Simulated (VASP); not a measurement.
Wanted: the native input for a VASP 6.6.1 run.

| Item | Value |
| --- | --- |
| Task | single point |
| Functional | PBE |
| Potentials or basis | VASP PAW PBE potentials, release 64 (Hf_pv, C) |
| Cutoff | 520 eV |
| k mesh | 7 × 7 × 7 |
| Occupations | methfessel-paxton, width 0.1 eV |
| Spin | no spin polarisation |
| Hubbard terms | Hf d U = 3.5 eV |
| Dipole correction | no |
| Further INCAR settings | ALGO = Normal; EDIFF = 1e-06; NBANDS = 14 |

The structure of HfC lies in POSCAR:

```
HfC
1.0
    0.0000000000      2.3250000000      2.3250000000
    2.3250000000      0.0000000000      2.3250000000
    2.3250000000      2.3250000000      0.0000000000
Hf C
1 1
Direct
    0.4887240000      0.5083250000      0.4884190000
   -0.0098520000      0.0191000000     -0.0063350000
```

These files were run (other wordings do the same):

INCAR

```
SYSTEM = HfC
PREC = Accurate ; ENCUT = 520
EDIFF = 1E-6 ; ISMEAR = 1
SIGMA = 0.1 ; LREAL = .FALSE.
LASPH = .TRUE. ; NELM = 150
ALGO = Normal ; ISIF = 2
LWAVE = .FALSE. ; LCHARG = .FALSE.
LMAXMIX = 4 ; LDAU = .TRUE.
LDAUTYPE = 2 ; LDAUL = 2 -1
LDAUU = 3.5 0 ; LDAUJ = 0 0
LDAUPRINT = 1 ; GGA = PE
NBANDS = 14
```

KPOINTS

```
regular mesh
0
G
  7 7 7
  0 0 0
```

Potentials or basis: VASP PAW PBE potentials, release 64 (Hf_pv, C).

Command:

```console
$ cat potpaw_PBE.64/Hf_pv/POTCAR potpaw_PBE.64/C/POTCAR > POTCAR
$ mpirun -np 1 vasp_std > vasp.out
```

Results of the run:

| Property | Result |
| --- | --- |
| Pressure | 12.4 GPa |
| Largest force | 0.533 eV/Å |
| Band gap on the k mesh | zero (band 7 reaches 7.21 eV, above the bottom of band 8 at 6.08 eV) |

Caveat: spin-orbit coupling is left out, which moves the levels of the heavy elements; U without spin polarisation on a metal has little footing; the U is typed as a test and isn't derived for this compound.

It took 42 s on 1 thread of AMD EPYC 9R45 (Zen 5), with other jobs on the host, peak memory 0.15 GiB.
